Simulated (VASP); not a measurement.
Crystal: AsIr2.

```
CELL_PARAMETERS angstrom
2.93161 0.00000 0.00000
-1.46581 2.53885 0.00000
0.00000 0.00000 12.23782
ATOMIC_POSITIONS crystal
As 0.33333 0.66667 0.25000
As 0.66667 0.33333 0.75000
Ir 0.33333 0.66667 0.59388
Ir 0.66667 0.33333 0.09388
Ir 0.33333 0.66667 0.90612
Ir 0.66667 0.33333 0.40612
```

- Program: VASP 6.6.1
- Task: relaxation of cell and atoms
- Functional: PBE
- Potentials or basis: VASP PAW PBE potentials, release 64 (As, Ir)
- Cutoff: 600 eV
- k mesh: 12 × 12 × 4
- Occupations: gaussian, width 0.1 eV
- Spin: no spin polarisation

At the start: pressure 1.4 GPa; volume 15.18 Å³/atom.

Q: Where does the relaxation end?

A: Over 12 steps the energy falls by 7.9 meV/atom; space group P6_3/mmc (No. 194, to 0.1 Å) before and after.

Step by step:
| step | energy change (eV) | largest force (eV/Å) | pressure (GPa) | volume (Å³) |
| --- | --- | --- | --- | --- |
| 1 | 0.0000 | 0.2649 | 1.42 | 91.09 |
| 2 | -0.0087 | 0.1247 | -3.60 | 92.86 |
| 3 | -0.0140 | 0.1741 | -1.75 | 92.18 |
| 4 | -0.0328 | 0.0989 | -1.05 | 91.69 |
| 5 | -0.0454 | 0.0502 | 0.19 | 91.02 |
| 6 | -0.0463 | 0.0354 | 0.73 | 90.76 |
| 7 | -0.0463 | 0.0402 | 0.61 | 90.81 |
| 8 | -0.0463 | 0.0133 | -0.67 | 91.27 |
| 9 | -0.0470 | 0.0282 | -0.02 | 91.04 |
| 10 | -0.0470 | 0.0235 | -0.05 | 91.05 |
| 11 | -0.0470 | 0.0283 | -0.05 | 91.05 |
| 12 | -0.0471 | 0.0062 | -0.04 | 91.05 |

Final structure:
```xyz
6
Lattice="2.8864 0.0000 0.0000 -1.4432 2.4997 0.0000 0.0000 0.0000 12.6191" Properties=species:S:1:pos:R:3 pbc="T T T"
As    0.0000    1.6665    3.1548
As    1.4432    0.8332    9.4643
Ir    0.0000    1.6665    7.4484
Ir    1.4432    0.8332    1.1388
Ir    0.0000    1.6665   11.4803
Ir    1.4432    0.8332    5.1707
```
